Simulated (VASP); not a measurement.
Here is a VASP 6.6.1 calculation.

Contents of INCAR:

```
ALGO = Normal
EDIFF = 1E-8
ENCUT = 520
GGA = PS
IBRION = 8
ISIF = 2
ISMEAR = -1
LASPH = T
LCHARG = T
LREAL = F
LWAVE = F
NBANDS = 17
NELM = 60
NSW = 1
PREC = Accurate
SIGMA = 0.05
```

KPOINTS

```
k-points
0
Gamma
  14 14 8
```

File POSCAR:

```
Hf
1.0
    3.1276034603      0.0000000000      0.0000000000
   -1.5638017302      2.7085840496      0.0000000000
    0.0000000000      0.0000000000      4.9475578639
Hf
2
Direct
    0.3333333333      0.6666666667      0.2500000000
    0.6666666667      0.3333333333      0.7500000000
```

Potentials or basis: VASP PAW PBE potentials, release 64 (Hf_pv).

The run is started by

```sh
$ cat potpaw_PBE.64/Hf_pv/POTCAR > POTCAR
$ mpirun -np 1 vasp_std > vasp.out
```

Q: What does it give for the highest phonon frequency at Γ?

A: 111 cm⁻¹.

Phonon frequencies in cm⁻¹ (negative: imaginary):
```
              q point      frequencies
(0.000, 0.000, 0.000)  0 0 0 82 82 111
```

Caveat: the cell wasn't relaxed at this level first, which shifts response properties.
